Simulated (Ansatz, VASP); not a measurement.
**Ti: VASP beside Ansatz**

The input INCAR:

```
PREC     = Accurate       # precision mode
ENCUT    = 500            # plane-wave cutoff, eV
EDIFF    = 1E-6           # SCF threshold, eV
ISMEAR   = 0              # smearing method
SIGMA    = 0.05           # smearing width, eV
LREAL    = False          # projectors in reciprocal space
LASPH    = True           # aspherical terms in the spheres
NELM     = 120            # most SCF steps
ALGO     = Normal         # electronic algorithm
ISIF     = 2              # what is computed and relaxed
LWAVE    = False          # write WAVECAR
LCHARG   = False          # write CHGCAR
GGA      = PE             # functional
NBANDS   = 12             # bands
GGA_COMPAT= False
```

KPOINTS

```
regular mesh
0
Gamma
  18 18 18
```

Contents of POSCAR:

```
Ti
1.0
   -1.6278955488      1.6278955488      1.6278955488
    1.6278955488     -1.6278955488      1.6278955488
    1.6278955488      1.6278955488     -1.6278955488
Ti
1
Direct
    0.0000000000      0.0000000000      0.0000000000
```

Input for Ansatz:

```yaml
crystal:
  lattice:
    - [-1.6278955488, 1.6278955488, 1.6278955488]
    - [1.6278955488, -1.6278955488, 1.6278955488]
    - [1.6278955488, 1.6278955488, -1.6278955488]
  atoms:
    - { symbol: Ti, position: [0.0, 0.0, 0.0] }
basis:
  ecutwfc: 600
  ecutrho_ratio: 5
kpoints:
  mp_grid: { grid: [18, 18, 18] }
hamiltonian:
  xc: pbe
scf:
  occupations: { method: gaussian, width: 0.05 }
output:
  forces: true
  stress: true
  eigenvalues: true
```

Alike in both runs: task single point; functional PBE; k mesh 18 × 18 × 18; occupations gaussian, width 0.05 eV; no spin polarisation.

|  | VASP | Ansatz |
| --- | --- | --- |
| version | VASP 6.6.1 | Ansatz 0.2.0 |
| potentials or method | VASP PAW PBE potentials, release 64 (Ti_sv), cutoff 500 eV | scalar-relativistic, plane waves, PAW |
| valence electrons in the cell | 12 | 12 |

Ansatz gave:

* gap on the k mesh at the Fermi level (eV): none
* pressure (GPa): 0.0

Task: Which values does VASP return?

Result: gap on the k mesh at the Fermi level (eV): none; pressure (GPa): -0.3.

A gap of «none» marks a metal or a gap that the smearing closes.
